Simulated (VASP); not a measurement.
Runs of VASP 6.6.1 on Zn. The structure is that of space group Im-3m (No. 229), or close to it. The cells are those of the table. This isn't the form of Zn at room conditions, which is hcp.

```tsv
task	level	cell	k mesh	cutoff (eV)	smearing	grid for exact exchange (PRECFOCK)	share of exact exchange	screening parameter	gap on the mesh (eV)	pressure (GPa)
single point	PBEsol	a = 2.847 Å, angles 109.5°, 1 atom	12 × 12 × 12	500	fermi-dirac 0.1 eV	-	-	-	none	(a)
single point	HSE06	a = 2.771 Å, angles 109.5°, 1 atom	8 × 8 × 8	520	fermi-dirac 0.05 eV	Normal	0.25	0.2079 1/Å	none	-4.4
single point	PBEsol+D4	a = 2.753 Å, angles 109.5°, 1 atom	12 × 12 × 12	500	methfessel-paxton 0.15 eV	-	-	-	none	-8.3
single point	r2SCANh	a = 2.771 Å, angles 109.5°, 1 atom	6 × 6 × 6	520	fermi-dirac 0.05 eV	Normal	0.1	-	none	-7.0
single point	r2SCAN0	a = 2.718 Å, angles 109.5°, 1 atom	6 × 6 × 6	520	fermi-dirac 0.05 eV	Normal	0.25	-	none	-2.5
single point	RPBE+D4	a = 2.718 Å, angles 109.5°, 1 atom	12 × 12 × 12	520	tetrahedron	-	-	-	none	-4.5
relaxation of cell and atoms	PBE-based screened hybrid with 25 % exact exchange	relaxed from a = 2.718 Å, angles 109.5°, 1 atom	6 × 6 × 6	600	fermi-dirac 0.05 eV	Normal	0.25	0.3 1/Å	none	0.0
single point	r2SCANh	a = 2.753 Å, angles 109.5°, 1 atom	6 × 6 × 6	520	fermi-dirac 0.05 eV	Normal	0.1	-	none	-6.0
single point	PBE0	a = 2.699 Å, angles 109.5°, 1 atom	8 × 8 × 8	520	fermi-dirac 0.05 eV	Normal	0.25	-	none	(b)
single point	PBE+D4	a = 2.718 Å, angles 109.5°, 1 atom	12 × 12 × 12	500	fermi-dirac 0.01 eV	-	-	-	none	-3.0
single point	PBE-based screened hybrid with 25 % exact exchange	a = 2.718 Å, angles 109.5°, 1 atom	6 × 6 × 6	520	fermi-dirac 0.05 eV	Normal	0.25	0.3 1/Å	none	0.5
```

Alike in all rows: potentials or basis VASP PAW PBE potentials, release 64 (Zn); no spin polarisation.

Question: Fill in the values left out.

Answer: (a) -9.6; (b) -1.1.

Caveats: some runs use coarse meshes; the PAW data sets were made with another functional, which shifts forces and pressure a little (at least some runs); the cell stands under tension (at least some runs); tetrahedron occupations give inexact forces and stress in metals (at least some runs).

A gap of «none» marks levels without a gap at the run's occupations.
